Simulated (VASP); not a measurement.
Input of a VASP 6.6.1 run:

INCAR

```
SYSTEM = Pt
ALGO = Normal
EDIFF = 1E-6
ENCUT = 520
GGA = PS
ISIF = 2
ISMEAR = 1
LASPH = .TRUE.
LCHARG = .FALSE.
LREAL = .FALSE.
LWAVE = .FALSE.
NBANDS = 17
NELM = 100
PREC = Accurate
SIGMA = 0.1
```

Contents of KPOINTS:

```
k-points
0
G
  7 7 4
  0 0 0
```

Contents of POSCAR:

```
Pt
1.0
    2.6971926246      0.0008863026     -0.0003983349
   -1.3478315930      2.3475031522     -0.0037770688
   -0.0006975399     -0.0080213525      4.8060107467
Pt
2
Direct
    0.6576346177      0.3244292327      0.7292693537
    0.3254142063      0.7158327267      0.2298867593
```

Potentials or basis: VASP PAW PBE potentials, release 64 (Pt).

Launch:

```console
$ cat potpaw_PBE.64/Pt/POTCAR > POTCAR
$ mpirun -np 1 vasp_std > vasp.out
```

(1) Estimate the band gap on the k mesh.

(2) Predict the pressure.

(3) What does it give for the largest force?

Answers

(1) zero (band 10 reaches 11.22 eV, above the bottom of band 11 at 10.19 eV).

(2) -0.7 GPa.

(3) 0.091 eV/Å.

Caveat: the k points lie up to 0.38 Å⁻¹ apart; the PAW data sets were made with another functional, which shifts forces and pressure a little; spin-orbit coupling is left out, which moves the levels of the heavy elements.
